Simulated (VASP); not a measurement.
Here is a VASP 6.6.1 calculation.

Contents of INCAR:

```
SYSTEM = Li
AGGAC    = 1.0          
AGGAX    = 1.0          
ALDAC    = 0.0          
ALDAX    = 1.0          
ALGO     = Normal         ! electronic algorithm
EDIFF    = 1E-7           ! SCF threshold, eV
ENCUT    = 520            ! plane-wave cutoff, eV
GGA      = B5             ! functional
ISIF     = 2              ! what is computed and relaxed
ISMEAR   = -1             ! smearing method
LASPH    = .True.         ! aspherical terms in the spheres
LCHARG   = .False.        ! write CHGCAR
LREAL    = .False.        ! projectors in reciprocal space
LWAVE    = .False.        ! write WAVECAR
NBANDS   = 10             ! bands
NELM     = 60             ! most SCF steps
PREC     = Accurate       ! precision mode
SIGMA    = 0.1            ! smearing width, eV
```

Contents of KPOINTS:

```
k-points
0
Gamma
  13 13 7
  0 0 0
```

File POSCAR:

```
Li
1.0
    3.0091624218      0.0000000000      0.0000000000
   -1.5045812109      2.6060111014      0.0000000000
    0.0000000000      0.0000000000      4.9082130050
Li
2
Direct
    0.3333333333      0.6666666667      0.2500000000
    0.6666666667      0.3333333333      0.7500000000
```

Potentials or basis: VASP PAW PBE potentials, release 64 (Li_sv).

The run is started by

```bash
$ cat potpaw_PBE.64/Li_sv/POTCAR > POTCAR
$ mpirun -np 1 vasp_std > vasp.out
```

Task: Predict the band gap on the k mesh.

Result: Zero (bands 3 and 4 overlap by 3.79 eV).
